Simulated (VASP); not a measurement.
Write the native input for VASP 6.6.1 that does the following.

| Item | Value |
| --- | --- |
| Task | single point |
| Functional | PBE |
| Potentials or basis | VASP PAW PBE potentials, release 64 (Ti_sv, Si) |
| Cutoff | 520 eV |
| k mesh | 10 × 10 × 10 |
| Occupations | gaussian, width 0.1 eV |
| Spin | no spin polarisation |
| Dipole correction | no |
| Further INCAR settings | ALGO = Normal; EDIFF = 1e-06; NBANDS = 29 |

The structure of TiSi2 lies in POSCAR:

```
TiSi2
1.0
    1.7701827874     -6.7535727632      0.0000000000
    1.7701827874      6.7535727632      0.0000000000
    0.0000000000      0.0000000000      3.5729488039
Ti Si
2 4
Direct
    0.8969875903      0.1030124097      0.7500000000
    0.1030124097      0.8969875903      0.2500000000
    0.5593127809      0.4406872191      0.7500000000
    0.4406872191      0.5593127809      0.2500000000
    0.2498079488      0.7501920512      0.7500000000
    0.7501920512      0.2498079488      0.2500000000
```

These files were run (other wordings do the same):

INCAR

```
PREC     = Accurate       # precision mode
ENCUT    = 520            # plane-wave cutoff, eV
EDIFF    = 1E-6           # SCF threshold, eV
ISMEAR   = 0              # smearing method
SIGMA    = 0.1            # smearing width, eV
LREAL    = False          # projectors in reciprocal space
LASPH    = True           # aspherical terms in the spheres
NELM     = 60             # most SCF steps
ALGO     = Normal         # electronic algorithm
ISIF     = 2              # what is computed and relaxed
LWAVE    = False          # write WAVECAR
LCHARG   = False          # write CHGCAR
GGA      = PE             # functional
NBANDS   = 29             # bands
```

KPOINTS

```
Automatic mesh
0
Gamma
  10 10 10
```

Potentials or basis: VASP PAW PBE potentials, release 64 (Ti_sv, Si).

The run is started by

```console
$ cat potpaw_PBE.64/Ti_sv/POTCAR potpaw_PBE.64/Si/POTCAR > POTCAR
$ mpirun -np 1 vasp_std > vasp.out
```

It gave:

```json
{
 "Pressure": "1.0 GPa",
 "Largest force": "0.005 eV/Å",
 "Band gap on the k mesh": "zero (band 20 reaches 10.95 eV, above the bottom of band 21 at 9.96 eV)"
}
```

Wall time 8.5 min on 1 thread of AMD EPYC 9R45 96-Core Processor (Zen 5) (shared host), peak memory 0.5 GiB.
